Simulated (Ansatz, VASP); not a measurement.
# SiC: VASP beside Ansatz

Contents of POSCAR:

```
SiC
1.0
    2.5765146227      0.0000000000      0.0000000000
    0.0000000000      3.3574656397      0.0000000000
    0.0000000000      0.0000000000      4.9411647945
C Si
2 2
Direct
    0.7500000000      0.0000000000      0.9125510328
    0.2500000000      0.0000000000      0.0874489672
    0.2500000000      0.5000000000      0.2924326192
    0.7500000000      0.5000000000      0.7075673808
```

INCAR.step1

```
SYSTEM = SiC
ALGO = Normal
EDIFF = 1E-4
ENCUT = 520
GGA = PE
ISMEAR = -1
LASPH = .True.
LCHARG = .False.
LREAL = .False.
LWAVE = .True.
NBANDS = 16
NELM = 100
PREC = Accurate
SIGMA = 0.02
```

Contents of INCAR.step2:

```
SYSTEM = SiC
ALGO = Normal
EDIFF = 1E-6
ENCUT = 520
ISIF = 2
ISMEAR = -1
ISTART = 1
LASPH = .True.
LCHARG = .True.
LELF = .True.
LMIXTAU = .True.
LREAL = .False.
LVHAR = .True.
LWAVE = .False.
METAGGA = R2SCAN
NBANDS = 16
NELM = 100
PREC = Accurate
SIGMA = 0.02
```

KPOINTS

```
k-points
0
Gamma
  10 8 6
  0 0 0
```

Input for Ansatz:

```yaml
crystal:
  lattice:
    - [2.5765146227, 0.0, 0.0]
    - [0.0, 3.3574656397, 0.0]
    - [0.0, 0.0, 4.9411647945]
  atoms:
    - { symbol: C, position: [0.75, 0.0, 0.9125510328] }
    - { symbol: C, position: [0.25, 0.0, 0.0874489672] }
    - { symbol: Si, position: [0.25, 0.5, 0.2924326192] }
    - { symbol: Si, position: [0.75, 0.5, 0.7075673808] }
kpoints:
  mp_grid: { grid: [10, 8, 6] }
  band_path:
    path:
      - [0.0, 0.0, 0.0]
      - [0.5, 0.0, 0.0]
      - [0.5, 0.5, 0.0]
      - [0.0, 0.5, 0.0]
      - [0.0, 0.0, 0.5]
      - [0.5, 0.0, 0.5]
      - [0.5, 0.5, 0.5]
      - [0.0, 0.5, 0.5]
      - [0.25, 0.0, 0.0]
    npoints: 1
hamiltonian:
  xc: r2scan
scf:
  occupations: { method: fermi_dirac, width: 0.02 }
  n_extra_bands: 5
output:
  forces: true
  stress: true
  eigenvalues: true
  write_density: true
  write_potential: true
  elf: true
  volumetric_format: npy
```

Alike in both runs: task single point; functional r2SCAN; k mesh 10 × 8 × 6; occupations fermi-dirac, width 0.02 eV; no spin polarisation.

```csv
,VASP,Ansatz
version,VASP 6.6.1,Ansatz 0.2.0
potentials or method,"VASP PAW PBE potentials, release 64 (C, Si)","plane waves, PAW"
plane-wave cutoff (eV),520,500
valence electrons in the cell,16,16
```

|  | VASP | Ansatz | Ansatz less VASP |
| --- | --- | --- | --- |
| pressure (GPa) | 0.0 | 0.0 | -0.06 |
| traceless stress, the component that is largest in VASP (GPa) | 3.04 | 2.84 | -0.200 |
| rms of the force components (eV/Å) | 0.046 | 0.030 | -0.0161 |

VASP's potentials were made for PBE, not for r2SCAN. Atom by atom the forces differ by 0.023 eV/Å (rms over components).
